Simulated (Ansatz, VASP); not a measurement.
**Mo: VASP beside Ansatz**

File INCAR:

```
SYSTEM = Mo
ALGO = Normal ; EDIFF = 1E-7
ENCUT = 520 ; GGA = PE
ISIF = 2 ; ISMEAR = -1
LASPH = .TRUE. ; LCHARG = .FALSE.
LREAL = .FALSE. ; LWAVE = .FALSE.
NBANDS = 21 ; NELM = 100
PREC = Accurate ; SIGMA = 0.05
```

KPOINTS

```
k-points
0
G
  18 18 18
  0 0 0
```

POSCAR

```
Mo
1.0
   -2.1066870663      2.1066870663      1.1033684660
    2.1066870663     -2.1066870663      1.1033684660
    2.1066870663      2.1066870663     -1.1033684660
Mo
2
Direct
   -0.3750000000     -0.1250000000     -0.2500000000
    0.3750000000      0.1250000000      0.2500000000
```

Input for Ansatz:

```yaml
crystal:
  lattice:
    - [-2.1066870663, 2.1066870663, 1.103368466]
    - [2.1066870663, -2.1066870663, 1.103368466]
    - [2.1066870663, 2.1066870663, -1.103368466]
  atoms:
    - { symbol: Mo, position: [-0.375, -0.125, -0.25] }
    - { symbol: Mo, position: [0.375, 0.125, 0.25] }
kpoints:
  mp_grid: { grid: [18, 18, 18] }
scf:
  occupations: { method: fermi_dirac, width: 0.05 }
hamiltonian:
  xc: pbe
  pseudopotentials: { kind: all_electron, lapw: { basis_error: 0.001 } }
output:
  forces: true
  stress: true
  eigenvalues: true
  populations: true
```

Change from the starting cell: volume scaled by 0.58, LAPW.

Alike in both runs: task single point; functional PBE; k mesh 18 × 18 × 18; occupations fermi-dirac, width 0.05 eV; no spin polarisation.

```csv
,VASP,Ansatz
version,VASP 6.6.1,Ansatz 0.2.0
potentials or method,"VASP PAW PBE potentials, release 64 (Mo_sv), cutoff 520 eV","all-electron LAPW, scalar-relativistic"
```

Ansatz gave:

- pressure (GPa): 336.6
- traceless stress, the component that is largest in VASP (GPa): 0.11

Problem. Estimate VASP's values.

Solution. Pressure (GPa): 344.8; traceless stress, the component that is largest in VASP (GPa): 0.42.

Both programs put the cell under a high pressure, so it lies far from rest at this level. Ansatz ran all-electron here, and VASP with PAW potentials.

Noted on VASP's run: the cell as given lies far from equilibrium.
